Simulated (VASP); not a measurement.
# TaN (P-6m2) in VASP: single point with PBE0

Aim: the single point of TaN with PBE0.

Everything below comes from runs of VASP 6.6.1. Logs are shortened: lines on timing, memory, paths and dates and some standing lists are left out, and cuts for length are marked.

### 1 The cell of the first run

The structure is hexagonal, space group P-6m2 (No. 187). The conventional cell has a = 2.977 Å, b = 2.977 Å, c = 2.921 Å, α = 90.00°, β = 90.00°, γ = 120.00°. Ta (site symmetry -6m2) has 6 N at 2.26 Å and 8 Ta at 2.92 to 2.98 Å within 3.0 Å. N (site symmetry -6m2) has 6 Ta at 2.26 Å and 8 N at 2.92 to 2.98 Å within 3.0 Å.

### 2 Single point, PBE0

POSCAR

```
TaN
1.0
    2.9766623284      0.0000000000      0.0000000000
   -1.4883311642      2.5778651949      0.0000000000
    0.0000000000      0.0000000000      2.9209385612
Ta N
1 1
Direct
    0.0000000000      0.0000000000      0.5000000000
    0.6666666667      0.3333333333      0.0000000000
```

INCAR.step1

```
SYSTEM = TaN
  PREC = Accurate
  ENCUT = 520
  EDIFF = 1E-5
  ISMEAR = -1
  SIGMA = 0.05
  LREAL = .FALSE.
  LASPH = .TRUE.
  NELM = 100
  ALGO = Normal
  ISIF = 2
  LWAVE = .TRUE.
  LCHARG = .FALSE.
  GGA = PE
  NBANDS = 15
```

INCAR.step2

```
SYSTEM = TaN
  PREC = Accurate
  ENCUT = 520
  EDIFF = 1E-6
  ISMEAR = -1
  SIGMA = 0.05
  LREAL = .FALSE.
  LASPH = .TRUE.
  NELM = 100
  ALGO = Normal
  ISIF = 2
  LWAVE = .FALSE.
  LCHARG = .FALSE.
  GGA = PE
  LHFCALC = .TRUE.
  AEXX = 0.25
  PRECFOCK = Normal
  ISTART = 1
  NBANDS = 15
```

KPOINTS

```
Automatic mesh
0
G
  6 6 6
  0 0 0
```

Potentials or basis: VASP PAW PBE potentials, release 64 (Ta_pv, N).

On the command line:

```console
> cat potpaw_PBE.64/Ta_pv/POTCAR potpaw_PBE.64/N/POTCAR > POTCAR
> cp INCAR.step1 INCAR
> mpirun -np 1 vasp_std > vasp.out
> cp INCAR.step2 INCAR
> mpirun -np 1 vasp_std > vasp.out
```

OUTCAR:

```text
SYSTEM = TaN
   PREC = Accurate
   ENCUT = 520
   EDIFF = 1E-6
   ISMEAR = -1
   LREAL = .FALSE.
   LASPH = .TRUE.
   NELM = 100
   ISIF = 2
   GGA = PE
   LHFCALC = .TRUE.
   AEXX = 0.25
   PRECFOCK = Normal
   ISTART = 1

 ion  position               nearest neighbor table
   1  0.000  0.000  0.500-   2 2.26   2 2.26   2 2.26   2 2.26   2 2.26   2 2.26
   2  0.667  0.333  0.000-   1 2.26   1 2.26   1 2.26   1 2.26   1 2.26   1 2.26

  LATTYP: Found a hexagonal cell.
 ALAT       =     2.9766623284
 C/A-ratio  =     0.9812797822

  Lattice vectors:

 A1 = (   2.9766623284,   0.0000000000,   0.0000000000)
 A2 = (  -1.4883311642,   2.5778651949,   0.0000000000)
 A3 = (   0.0000000000,   0.0000000000,   2.9209385612)

Analysis of symmetry for initial positions (statically):
=====================================================================
 Subroutine PRICEL returns:
 Original cell was already a primitive cell.

 Routine SETGRP: Setting up the symmetry group for a
 hexagonal supercell.

 Subroutine GETGRP returns: Found 12 space group operations
 (whereof 12 operations were pure point group operations)
 out of a pool of 24 trial point group operations.

The static configuration has the point symmetry D_3h.

Analysis of symmetry for dynamics (positions and initial velocities):
=====================================================================
 Subroutine PRICEL returns:
 Original cell was already a primitive cell.

 Routine SETGRP: Setting up the symmetry group for a
 hexagonal supercell.

 Subroutine GETGRP returns: Found 12 space group operations
 (whereof 12 operations were pure point group operations)
 out of a pool of 24 trial point group operations.

The dynamic configuration has the point symmetry D_3h.

 Subroutine INISYM returns: Found 12 space group operations
 (whereof 12 operations are pure point group operations),
 and found     1 'primitive' translations

----------------------------------------------------------------------------------------

                                     Primitive cell

  volume of cell :      22.4136

  direct lattice vectors                    reciprocal lattice vectors
     2.976662328  0.000000000  0.000000000     0.335946738  0.193958940  0.000000000
    -1.488331164  2.577865195  0.000000000     0.000000000  0.387917879  0.000000000
     0.000000000  0.000000000  2.920938561     0.000000000  0.000000000  0.342355712

  length of vectors
     2.976662328  2.976662328  2.920938561     0.387917879  0.387917879  0.342355712

[... 95 lines left out ...]
   ISMEAR =    -1;   SIGMA  =   0.05  broadening in eV -4-tet -1-fermi 0-gaus
   EFERMI_NEDOS =   21; number of points for ismear=-14 and -15
   IALGO  =     38    algorithm
   IMIX   =      1    mixing-type and parameters
     AMIX     =   0.40;   BMIX     =  1.00
     AMIX_MAG =   1.60;   BMIX_MAG =  1.00
  volume/ion in A,a.u.               =      11.21        75.63
  Fermi-wavevector in a.u.,A,eV,Ry     =   1.463112  2.764880 29.125928  2.140695
  Thomas-Fermi vector in A             =   2.579245
   LORBIT       =      0    0 simple, 1 ext, 2 COOP (PROOUT), +10 PAW based schemes
   GGA     = PE    functional components
   LHFCALC =     T    Hartree Fock is set to
   PRECFOCK=normal    Normal, Fast or Accurate (Low or Medium for compatibility)
   ENCUT4O =  -1.0   cutoff for four orbital integrals eV
   NKREDX  =     1    reduce k-point grid by
   NKREDY  =     1    reduce k-point grid by
   NKREDZ  =     1    reduce k-point grid by
   AEXX    =    0.2500 exact exchange contribution
   HFSCREEN=    0.0000 screening length (either q_TF or 0.3 A-1)
   HFSCREENC=   0.0000 screening length for correlation (either q_TF or 0.3 A-1)
   ENCUTFOCK=  -1.0 apply spherical cutoff to Coloumb kernel
   IVDW    =     0    specifies the selected vdW correction
   LEPSILON=     F    determine dielectric tensor
   LRPA    =     F    only Hartree local field effects (RPA)
 non-spin polarized calculation
  energy-cutoff  :      520.00
  volume of cell :       22.41
 maximum number of plane-waves:       634
 NGX is ok and might be reduce to    24
  NGX = 18; NGY = 18; NGZ = 18

 number of electron      16.0000001 magnetization

 Free energy of the ion-electron system (eV)
  ---------------------------------------------------
  ext. energy  EPLUGINS =         0.00000000
  ---------------------------------------------------
  free energy    TOTEN  =       -28.07822458 eV

  energy without entropy =      -28.07718322  energy(sigma->0) =      -28.07770390

 E-fermi :   8.3479     XC(G=0): -10.3155

 val. band max:        7.5872350153   @ k =   0.0000   0.0000   0.5000
 cond. band min:       8.4022903184   @ k =   0.0000   0.0000   0.3333
 fundamental gap:      0.8150553031
 Fermi energy:         8.3478988425

 k-point     1 :       0.0000    0.0000    0.0000
  band No.  band energies     occupation
      1     -30.1740      2.00000
      2     -29.9048      2.00000
      3     -29.9048      2.00000
      4     -12.3801      2.00000
      5       2.1798      2.00000
      6       2.1798      2.00000
      7       2.6558      2.00000
      8       3.8365      2.00000
      9      10.5957      0.00000
     10      12.2169      0.00000
     11      12.2169      0.00000
     12      12.7082      0.00000
     13      12.7082      0.00000
     14      21.8854      0.00000
[... 401 lines left out ...]
      2     -30.5450      2.00000
      3     -29.9840      2.00000
      4     -10.1494      2.00000
      5      -1.0732      2.00000
      6       0.9625      2.00000
      7       1.4138      2.00000
      8       5.5526      2.00000
      9      11.8725      0.00000
     10      12.2063      0.00000
     11      13.7352      0.00000
     12      15.0826      0.00000
     13      19.5253      0.00000
     14      21.1735      0.00000
     15      23.2902      0.00000

 [... further k-points ...]
[... 5 lines left out ...]
  --------------------------------------------------------------------------------------
  -------------------------------------------------------------------------------------
  Total       -2.3117549     -2.3117549     -2.5029055     -0.0000000     -0.0000000     -0.0000000
  in kB     -165.2495088   -165.2495088   -178.9133863     -0.0000000     -0.0000000     -0.0000000
  external PRESSURE =    -169.8041347 kB  Pullay stress =       0.0000000 kB

 VOLUME and BASIS-vectors are now :
 -----------------------------------------------------------------------------
  energy-cutoff  :      520.00
  volume of cell :       22.41
      direct lattice vectors                 reciprocal lattice vectors
     2.976662328  0.000000000  0.000000000     0.335946738  0.193958940  0.000000000
    -1.488331164  2.577865195  0.000000000     0.000000000  0.387917879  0.000000000
     0.000000000  0.000000000  2.920938561     0.000000000  0.000000000  0.342355712

 POSITION                                       TOTAL-FORCE (eV/Angst)
 -----------------------------------------------------------------------------------
      0.00000      0.00000      1.46047         0.000000      0.000000      0.000000
      1.48833      0.85929      0.00000        -0.000000     -0.000000      0.000000
 -----------------------------------------------------------------------------------
    total drift:                                0.000002      0.000018     -0.000000

  FREE ENERGIE OF THE ION-ELECTRON SYSTEM (eV)
  ---------------------------------------------------
  free  energy   TOTEN  =       -28.0782245783 eV

  energy  without entropy=      -28.0771832243  energy(sigma->0) =      -28.07770390
```

OUTCAR.step1:

```text
SYSTEM = TaN
   PREC = Accurate
   ENCUT = 520
   EDIFF = 1E-5
   ISMEAR = -1
   LREAL = .FALSE.
[... 655 lines left out ...]
      0.00000      0.00000      1.46047        -0.000000      0.000000      0.000000
      1.48833      0.85929      0.00000         0.000000      0.000000      0.000000
 -----------------------------------------------------------------------------------
    total drift:                               -0.000000      0.000000      0.000000

  FREE ENERGIE OF THE ION-ELECTRON SYSTEM (eV)
  ---------------------------------------------------
  free  energy   TOTEN  =       -22.4351371765 eV

  energy  without entropy=      -22.4334720227  energy(sigma->0) =      -22.43430460
```

OSZICAR.step1:

```text
N       E                     dE             d eps       ncg     rms          rms(c)
DAV:   1     0.934683235577E+02    0.93468E+02   -0.88771E+03   840   0.111E+03
DAV:   2    -0.220053401170E+02   -0.11547E+03   -0.10972E+03  1022   0.300E+02
DAV:   3    -0.250020726081E+02   -0.29967E+01   -0.29878E+01   917   0.474E+01
DAV:   4    -0.250150927389E+02   -0.13020E-01   -0.13016E-01  1099   0.342E+00
DAV:   5    -0.250151863366E+02   -0.93598E-04   -0.93596E-04   945   0.264E-01    0.217E+01
DAV:   6    -0.225601380347E+02    0.24550E+01   -0.41585E+00  1043   0.237E+01    0.904E+00
DAV:   7    -0.224651019963E+02    0.95036E-01   -0.48346E-01  1001   0.616E+00    0.649E+00
DAV:   8    -0.224427799961E+02    0.22322E-01   -0.18840E-01   987   0.368E+00    0.157E+00
DAV:   9    -0.224351580134E+02    0.76220E-02   -0.16534E-02   945   0.108E+00    0.202E-01
DAV:  10    -0.224351754435E+02   -0.17430E-04   -0.10232E-03  1050   0.345E-01    0.103E-01
DAV:  11    -0.224351378043E+02    0.37639E-04   -0.53127E-05   966   0.711E-02    0.158E-02
DAV:  12    -0.224351371765E+02    0.62777E-06   -0.57926E-06   533   0.220E-02
   1 F= -.22435137E+02 E0= -.22434305E+02  d E =-.166515E-02
```

Wall time 38 min (1 thread of Intel Xeon Platinum 8259CL at 2.50GHz (Skylake/Cascade Lake), shared host); peak memory 0.16 GiB.

Results:

* Free energy: -28.0782 eV
* Pressure: -17.0 GPa
* Band gap on the k mesh: zero (bands 8 and 9 overlap by 0.82 eV)

Caveat: the k points lie up to 0.41 Å⁻¹ apart, too coarse for converged energies and pressures of a metal; the PAW data sets were made with another functional, which shifts forces and pressure a little; spin-orbit coupling is left out, which moves the levels of the heavy elements.

The gap in the log of VASP goes by the Fermi energy; the results here count the filled bands.